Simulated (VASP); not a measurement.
Wanted: the native input for a VASP 6.6.1 run.

```yaml
Task: single point
Functional: r2SCAN
Potentials_or_basis: VASP PAW PBE potentials, release 64 (Mg, O)
Cutoff: 520 eV
k_mesh: 10 × 10 × 10
Occupations: gaussian, width 0.05 eV
Spin: no spin polarisation
Dipole_correction: no
Further_INCAR_settings: ALGO = Normal; EDIFF = 1e-06; NBANDS = 11
```

The system is MgO.

```
CELL_PARAMETERS angstrom
0.00000 2.13515 2.13515
2.13515 0.00000 2.13515
2.13515 2.13515 0.00000
ATOMIC_POSITIONS crystal
Mg 0.10245 0.89755 0.10245
O 0.50000 0.50000 0.50000
```

This cell differs from its parent crystal: all Mg atoms moved +0.438 Å, as atom 1 along Cartesian [0 1 0].

These files were run (other wordings do the same):

POSCAR

```
MgO
1.0
    0.0000000000      2.1351500000      2.1351500000
    2.1351500000      0.0000000000      2.1351500000
    2.1351500000      2.1351500000      0.0000000000
Mg O
1 1
Direct
    0.1024518184     -0.1024518184      0.1024518184
    0.5000000000      0.5000000000      0.5000000000
```

INCAR.step1

```
SYSTEM = MgO
PREC = Accurate
ENCUT = 520
ISMEAR = 0
SIGMA = 0.05
LREAL = .False.
LASPH = .True.
NELM = 60
NBANDS = 11
GGA = PE
ALGO = Normal
EDIFF = 1E-4
LWAVE = .True.
LCHARG = .False.
```

INCAR.step2

```
SYSTEM = MgO
PREC = Accurate
ENCUT = 520
EDIFF = 1E-6
ISMEAR = 0
SIGMA = 0.05
LREAL = .False.
LASPH = .True.
NELM = 60
ALGO = Normal
ISIF = 2
LWAVE = .False.
LCHARG = .False.
METAGGA = R2SCAN
LMIXTAU = .True.
NBANDS = 11
ISTART = 1
```

KPOINTS

```
regular mesh
0
Gamma
  10 10 10
  0 0 0
```

Potentials or basis: VASP PAW PBE potentials, release 64 (Mg, O).

Run with:

```console
$ cat potpaw_PBE.64/Mg/POTCAR potpaw_PBE.64/O/POTCAR > POTCAR
$ cp INCAR.step1 INCAR
$ mpirun -np 1 vasp_std > vasp.out
$ cp INCAR.step2 INCAR
$ mpirun -np 1 vasp_std > vasp.out
```

Results of the run:

* Pressure: 14.1 GPa
* Largest force: 5.510 eV/Å
* Band gap on the k mesh: 5.16 eV, direct

Caveat: the cell differs from its parent crystal (all Mg atoms moved +0.438 Å, as atom 1 along Cartesian [0 1 0]); the PAW data sets were made with another functional, which shifts forces and pressure a little.

Run time: 24 s on 1 thread of Intel(R) Xeon(R) 6975P-C (Granite Rapids), on a shared host, peak memory 0.16 GiB.
